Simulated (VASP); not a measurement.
**PrBOs4: single point with PBE**

The system is PrBOs4.

```xyz
6
Lattice="3.7106 0.0000 0.0000 0.0000 3.7106 0.0000 0.0000 0.0000 7.7870" Properties=species:S:1:pos:R:3 pbc="T T T"
Pr    1.8553    1.8553    3.8935
B     0.0000    0.0000    0.0000
Os    1.8553    0.0000    6.4975
Os    0.0000    1.8553    1.2895
Os    1.8553    0.0000    1.2895
Os    0.0000    1.8553    6.4975
```

The cell was generated, and may not be a known phase.

```
Program                : VASP 6.6.1
Task                   : single point
Functional             : PBE
Potentials or basis    : VASP PAW PBE potentials, release 64 (Pr_3, B, Os), 4f in core
Cutoff                 : 600 eV
k mesh                 : 4 × 4 × 4
Occupations            : gaussian, width 0.1 eV
Spin                   : no spin polarisation
Dipole correction      : no
Further INCAR settings : ALGO = Normal; EDIFF = 1e-06; NBANDS = 32
```

- Pressure: 0.4 GPa
- Largest force: 0.032 eV/Å
- Band gap on the k mesh: zero (bands 23 and 24 overlap by 1.87 eV)

Forces on the atoms (eV/Å):
```
Pr   0.000  0.000  0.000
B    0.000  0.000  0.000
Os   0.000  0.000 -0.032
Os   0.000  0.000  0.032
Os   0.000  0.000  0.032
Os   0.000  0.000 -0.032
```

Stress tensor (GPa, compression positive):
```
0.40 0.00 0.00
0.00 0.40 0.00
0.00 0.00 0.27
```

Levels at points of the mesh, in eV from the Fermi level:
```
           k point  band 19  band 20  band 21  band 22  band 23  band 24  band 25  band 26  band 27  band 28
(0.00, 0.00, 0.00)    -1.00    -0.76     0.63     0.98     0.98     1.17     1.45     1.80     2.03     2.95
(0.50, 0.00, 0.00)    -2.09    -2.04    -1.02    -0.88    -0.85    -0.66    -0.63    -0.42    -0.19     0.31
(0.50, 0.50, 0.00)    -1.27    -1.27    -0.95    -0.67    -0.67    -0.37     0.14     1.29     1.44     1.64
(0.00, 0.00, 0.50)    -1.23    -0.95    -0.47     1.12     1.12     1.19     1.79     2.00     2.00     2.02
(0.50, 0.00, 0.50)    -2.11    -2.06    -1.80    -1.03    -1.02    -0.75    -0.43    -0.41    -0.28     0.72
(0.50, 0.50, 0.50)    -0.77    -0.77    -0.36     0.18     0.41     0.49     0.49     0.71     0.71     1.36
```

Wall time 62 s on 1 thread of Intel(R) Xeon(R) Platinum 8488C (Sapphire Rapids) (shared host), peak memory 0.26 GiB.

Caveat: the k points lie up to 0.42 Å⁻¹ apart, too coarse for converged energies and pressures of a metal; spin-orbit coupling is left out, which moves the levels of the heavy elements; the 4f electrons are frozen in the core, so they carry no moment and show no levels. Spin polarisation is off, so any magnetic state and its effect on volume and gap are missing.
